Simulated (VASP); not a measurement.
Set up this calculation in VASP 6.6.1, as the native input.

```
Task                   : single point
Functional             : PBEsol
Potentials or basis    : VASP PAW PBE potentials, release 64 (Hf_pv, N)
Cutoff                 : 520 eV
k mesh                 : 8 × 8 × 14
Occupations            : gaussian, width 0.15 eV
Spin                   : no spin polarisation
Dipole correction      : no
Further INCAR settings : ALGO = Normal; EDIFF = 1e-06; NBANDS = 34
```

The structure of Hf2N lies in POSCAR:

```
Hf2N
1.0
    5.1656909349      0.0000000000      0.0000000000
    0.0000000000      5.1656909349      0.0000000000
    0.0000000000      0.0000000000      2.9842196531
Hf N
4 2
Direct
    0.2954631013      0.2954631013      0.0000000000
    0.7045368987      0.7045368987      0.0000000000
    0.7954631013      0.2045368987      0.5000000000
    0.2045368987      0.7954631013      0.5000000000
    0.0000000000      0.0000000000      0.0000000000
    0.5000000000      0.5000000000      0.5000000000
```

This cell differs from its parent crystal: volume 13.272 Å^3 an atom, c/a of the conventional cell 0.5777.

The input as run:

INCAR

```
PREC = Accurate
ENCUT = 520
EDIFF = 1E-6
ISMEAR = 0
SIGMA = 0.15
LREAL = F
LASPH = T
NELM = 60
ALGO = Normal
ISIF = 2
LWAVE = F
LCHARG = T
GGA = PS
LELF = T
LVHAR = T
NBANDS = 34
```

KPOINTS

```
regular mesh
0
Gamma
  8 8 14
```

Potentials or basis: VASP PAW PBE potentials, release 64 (Hf_pv, N).

Run with:

```sh
$ cat potpaw_PBE.64/Hf_pv/POTCAR potpaw_PBE.64/N/POTCAR > POTCAR
$ mpirun -np 1 vasp_std > vasp.out
```

Results of the run:

```json
{"Pressure": "34.3 GPa", "Largest force": "0.485 eV/Å", "Band gap on the k mesh": "zero (band 25 reaches 8.57 eV, above the bottom of band 26 at 5.61 eV)"}
```

Caveat: the PAW data sets were made with another functional, which shifts forces and pressure a little; spin-orbit coupling is left out, which moves the levels of the heavy elements.

It took 110 s on 1 thread of Intel(R) Xeon(R) 6975P-C (Granite Rapids), with other jobs on the host, peak memory 0.37 GiB.
